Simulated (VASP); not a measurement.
# Co2B2Au (I4/mmm) in VASP: single point with r2SCAN

Aim: the single point of Co2B2Au with r2SCAN.

Everything below comes from runs of VASP 6.6.1. Logs are shortened: lines on timing, memory, paths and dates and some standing lists are left out, and cuts for length are marked.

## 1. The cell of the first run

It takes space group I4/mmm (No. 139, tetragonal). The conventional cell has a = 3.383 Å, b = 3.383 Å, c = 8.475 Å, α = 90.00°, β = 90.00°, γ = 90.00°. Au (site symmetry 4/mmm) has 10 B at 2.62 to 3.17 Å and 8 Co at 2.71 Å and 4 Au at 3.38 Å within 3.5 Å. Within 2.6 Å of Co (site symmetry -4m2) lie 4 B at 1.99 Å and 4 Co at 2.39 Å. Within 2.7 Å of B (site symmetry 4mm) lie 4 Co at 1.99 Å and 1 B at 2.13 Å and 4 Au at 2.62 Å.

## 2. Single point, r2SCAN

POSCAR reads:

```
Co2B2Au
1.0
    0.0000000000      3.3833960000      0.0000000000
    3.3833960000      0.0000000000      0.0000000000
    1.6916980000      1.6916980000     -4.2375420000
Au Co B
1 2 2
Direct
    0.0000000000      0.0000000000      0.0000000000
    0.7500000000      0.2500000000      0.5000000000
    0.2500000000      0.7500000000      0.5000000000
    0.3745000000      0.3745000000      0.2510000000
    0.6255000000      0.6255000000      0.7490000000
```

INCAR.step1 reads:

```
PREC     = Accurate       # precision mode
ENCUT    = 520            # plane-wave cutoff, eV
ISMEAR   = -1             # smearing method
SIGMA    = 0.1            # smearing width, eV
LREAL    = F              # projectors in reciprocal space
LASPH    = T              # aspherical terms in the spheres
NELM     = 100            # most SCF steps
NBANDS   = 26             # bands
GGA      = PE             # functional
ALGO     = Normal         # electronic algorithm
EDIFF    = 1E-4           # SCF threshold, eV
LWAVE    = T              # write WAVECAR
LCHARG   = F              # write CHGCAR
```

INCAR.step2 reads:

```
PREC     = Accurate       # precision mode
ENCUT    = 520            # plane-wave cutoff, eV
EDIFF    = 1E-7           # SCF threshold, eV
ISMEAR   = -1             # smearing method
SIGMA    = 0.1            # smearing width, eV
LREAL    = F              # projectors in reciprocal space
LASPH    = T              # aspherical terms in the spheres
NELM     = 100            # most SCF steps
ALGO     = Normal         # electronic algorithm
ISIF     = 2              # what is computed and relaxed
LWAVE    = F              # write WAVECAR
LCHARG   = F              # write CHGCAR
METAGGA  = R2SCAN         # meta-GGA
LMIXTAU  = T            
NBANDS   = 26             # bands
ISTART   = 1
```

KPOINTS reads:

```
Automatic mesh
0
Gamma
  11 11 11
```

Potentials or basis: VASP PAW PBE potentials, release 64 (Au, Co, B).

Launch:

```sh
cat potpaw_PBE.64/Au/POTCAR potpaw_PBE.64/Co/POTCAR potpaw_PBE.64/B/POTCAR > POTCAR
cp INCAR.step1 INCAR
mpirun -np 1 vasp_std > vasp.out
cp INCAR.step2 INCAR
mpirun -np 1 vasp_std > vasp.out
```

OUTCAR:

```text
PREC = Accurate
   ENCUT = 520
   EDIFF = 1E-7
   ISMEAR = -1
   LREAL = F
   LASPH = T
   NELM = 100
   ISIF = 2
   METAGGA = R2SCAN
   ISTART = 1

 ion  position               nearest neighbor table
   1  0.000  0.000  0.000-   4 2.62   5 2.62   5 2.62   5 2.62   4 2.62   4 2.62   5 2.62   4 2.62
                             3 2.71   2 2.71   3 2.71   2 2.71   2 2.71   3 2.71   3 2.71   2 2.71
   2  0.750  0.250  0.500-   4 1.99   5 1.99   5 1.99   4 1.99   3 2.39   3 2.39   3 2.39   3 2.39
                             1 2.71   1 2.71   1 2.71   1 2.71
   3  0.250  0.750  0.500-   4 1.99   5 1.99   5 1.99   4 1.99   2 2.39   2 2.39   2 2.39   2 2.39
                             1 2.71   1 2.71   1 2.71   1 2.71
   4  0.374  0.374  0.251-   3 1.99   2 1.99   2 1.99   3 1.99   5 2.13   1 2.62   1 2.62   1 2.62
                             1 2.62
   5  0.626  0.626  0.749-   3 1.99   2 1.99   2 1.99   3 1.99   4 2.13   1 2.62   1 2.62   1 2.62
                             1 2.62

  LATTYP: Found a body centered tetragonal cell.
 ALAT       =     3.3833960000
 C/A-ratio  =     2.5049045397

  Lattice vectors:

 A1 = (  -1.6916980000,   1.6916980000,   4.2375420000)
 A2 = (   1.6916980000,  -1.6916980000,   4.2375420000)
 A3 = (   1.6916980000,   1.6916980000,  -4.2375420000)

Analysis of symmetry for initial positions (statically):
=====================================================================
 Subroutine PRICEL returns:
 Original cell was already a primitive cell.

 Routine SETGRP: Setting up the symmetry group for a
 body centered tetragonal supercell.

 Subroutine GETGRP returns: Found 16 space group operations
 (whereof 16 operations were pure point group operations)
 out of a pool of 16 trial point group operations.

The static configuration has the point symmetry D_4h.

Analysis of symmetry for dynamics (positions and initial velocities):
=====================================================================
 Subroutine PRICEL returns:
 Original cell was already a primitive cell.

 Routine SETGRP: Setting up the symmetry group for a
 body centered tetragonal supercell.

 Subroutine GETGRP returns: Found 16 space group operations
 (whereof 16 operations were pure point group operations)
 out of a pool of 16 trial point group operations.

The dynamic configuration has the point symmetry D_4h.

 Subroutine INISYM returns: Found 16 space group operations
 (whereof 16 operations are pure point group operations),
 and found     1 'primitive' translations

[... 104 lines left out ...]
   IBRION =     -1    ionic relax: 0-MD 1-quasi-New 2-CG
   NFREE  =      0    steps in history (QN), initial steepest desc. (CG)
   ISIF   =      2    stress and relaxation
   ISYM   =      2    0-nonsym 1-usesym 2-fastsym
   POTIM  = 0.5000    time-step for ionic-motion
   TEBEG  =    0.0;   TEEND  =   0.0 temperature during run
   PSTRESS=    0.0 pullay stress
   NELECT =      35.0000    total number of electrons
   NUPDOWN=      -1.0000    fix difference up-down
   EMIN   =  10.00;   EMAX   =-10.00  energy-range for DOS
   EFERMI =   0.00;   METHOD = LEGACY
   ISMEAR =    -1;   SIGMA  =   0.10  broadening in eV -4-tet -1-fermi 0-gaus
   EFERMI_NEDOS =   21; number of points for ismear=-14 and -15
   IALGO  =     38    algorithm
   IMIX   =      4    mixing-type and parameters
     AMIX     =   0.40;   BMIX     =  1.00
     AMIX_MAG =   1.60;   BMIX_MAG =  1.00
  volume/ion in A,a.u.               =       9.70        65.47
  Fermi-wavevector in a.u.,A,eV,Ry     =   1.468332  2.774745 29.334148  2.155999
  Thomas-Fermi vector in A             =   2.583843
   LORBIT       =      0    0 simple, 1 ext, 2 COOP (PROOUT), +10 PAW based schemes
   METAGGA = R2SCAN    functional components
   LHFCALC =     F    Hartree Fock is set to
   AEXX    =    0.0000 exact exchange contribution
   IVDW    =     0    specifies the selected vdW correction
   LEPSILON=     F    determine dielectric tensor
   LRPA    =     F    only Hartree local field effects (RPA)
 non-spin polarized calculation
  energy-cutoff  :      520.00
  volume of cell :       48.51
 maximum number of plane-waves:      1324
 NGX is ok and might be reduce to    28
   NGX = 13   NGY = 13   NGZ = 19

 number of electron      34.9999991 magnetization

 Free energy of the ion-electron system (eV)
  ---------------------------------------------------
  ext. energy  EPLUGINS =         0.00000000
  ---------------------------------------------------
  free energy    TOTEN  =       -90.67837536 eV

  energy without entropy =      -90.56548072  energy(sigma->0) =      -90.62192804

 E-fermi :  10.0344     XC(G=0): -14.3920

 val. band max:       10.0340576976   @ k =  -0.2727   0.2727   0.0909
 cond. band min:      10.0415334290   @ k =  -0.0909  -0.0909   0.3636
 fundamental gap:      0.0074757314
 Fermi energy:        10.0343840658

 k-point     1 :       0.0000    0.0000    0.0000
  band No.  band energies     occupation
      1      -2.7044      2.00000
      2       2.3680      2.00000
      3       2.9128      2.00000
      4       4.3274      2.00000
      5       4.7801      2.00000
      6       4.7801      2.00000
[... 685 lines left out ...]
     25      20.8149      0.00000
     26      21.2780      0.00000

 [... further k-points ...]

------------------------ aborting loop because EDIFF is reached ----------------------------------------

  FORCE on cell =-STRESS in cart. coord.  units (eV):
  Direction    XX          YY          ZZ          XY          YZ          ZX
  --------------------------------------------------------------------------------------
  -------------------------------------------------------------------------------------
  Total        3.3503698      3.3503698      0.8557680      0.0000000     -0.0000000     -0.0000000
  in kB      110.6582137    110.6582137     28.2648663      0.0000000     -0.0000000     -0.0000000
  external PRESSURE =      83.1937645 kB  Pullay stress =       0.0000000 kB

 VOLUME and BASIS-vectors are now :
 -----------------------------------------------------------------------------
  energy-cutoff  :      520.00
  volume of cell :       48.51
      direct lattice vectors                 reciprocal lattice vectors
     0.000000000  3.383396000  0.000000000     0.000000000  0.295561028  0.117992931
     3.383396000  0.000000000  0.000000000     0.295561028  0.000000000  0.117992931
     1.691698000  1.691698000 -4.237542000     0.000000000  0.000000000 -0.235985862

 POSITION                                       TOTAL-FORCE (eV/Angst)
 -----------------------------------------------------------------------------------
      0.00000      0.00000      0.00000        -0.000000     -0.000000      0.000000
      1.69170      3.38340     -2.11877        -0.000000      0.000000      0.000000
      3.38340      1.69170     -2.11877         0.000000     -0.000000      0.000000
      1.69170      1.69170     -1.06362        -0.000000     -0.000000      0.308870
      3.38340      3.38340     -3.17392         0.000000      0.000000     -0.308870
 -----------------------------------------------------------------------------------
    total drift:                                0.000000      0.000000     -0.000000

  FREE ENERGIE OF THE ION-ELECTRON SYSTEM (eV)
  ---------------------------------------------------
  free  energy   TOTEN  =       -90.6783753598 eV

  energy  without entropy=      -90.5654807236  energy(sigma->0) =      -90.62192804
```

It took 6.5 min on 1 thread of Intel Xeon 6975P-C (Granite Rapids), shared host; peak memory 0.29 GiB.

Results:

```
Free energy            : -90.6784 eV
Pressure               : 8.3 GPa
Largest force          : 0.309 eV/Å
Band gap on the k mesh : zero (an odd number of electrons rules out a gap without spin polarisation)
```

Forces on the atoms (eV/Å):
```
Au   0.000  0.000  0.000
Co   0.000  0.000  0.000
Co   0.000  0.000  0.000
B    0.000  0.000  0.309
B    0.000  0.000 -0.309
```

Levels at points of the mesh, in eV from the Fermi level:
| k point | band 16 | band 17 | band 18 | band 19 | band 20 | band 21 |
| --- | --- | --- | --- | --- | --- | --- |
| (0.00, 0.00, 0.00) | -0.04 | 1.00 | 1.04 | 3.01 | 3.01 | 3.98 |

Caveat: the cell stands under pressure; the PAW data sets were made with another functional, which shifts forces and pressure a little; spin-orbit coupling is left out, which moves the levels of the heavy elements; the run has no spin polarisation, though such a crystal can be magnetic. Spin polarisation is off, so any magnetic state and its effect on volume and gap are missing.
